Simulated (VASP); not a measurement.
Sc:

```
Sc
1.0
     3.68000    0.00000    0.00000
     0.00000    3.68000    0.00000
     0.00000    0.00000    3.68000
Sc
2
Direct
  0.00000 0.00000 0.00000
  0.50000 0.50000 0.50000
```

| Quantity | Value |
| --- | --- |
| Program | VASP 6.6.1 |
| Task | relaxation of volume and atoms at fixed shape |
| Functional | PBEsol |
| Potentials or basis | VASP PAW PBE potentials, release 64 (Sc_sv) |
| Cutoff | 600 eV |
| k mesh | 6 × 6 × 6 |
| Occupations | gaussian, width 0.1 eV |
| Spin | no spin polarisation |

At the start: pressure -2.0 GPa; volume 24.92 Å³/atom.

Question: Where does the relaxation end?

Answer: Over 3 steps the energy falls by 6.0 meV/atom and the volume is 24.00 Å³/atom (-3.7 %); space group Im-3m (No. 229, to 0.05 Å).

The path:
```csv
step,energy change (eV),largest force (eV/Å),pressure (GPa),volume (Å³)
1,0.0000,0.0000,-2.04,49.84
2,-0.0113,0.0000,0.53,47.58
3,-0.0120,0.0000,0.01,48.01
```

Final structure:
```
Sc
1.0
     3.63443    0.00000    0.00000
     0.00000    3.63443    0.00000
     0.00000    0.00000    3.63443
Sc
2
Direct
  0.00000 0.00000 0.00000
  0.50000 0.50000 0.50000
```

Caveat: the PAW data sets were made with another functional, which shifts forces and pressure a little.
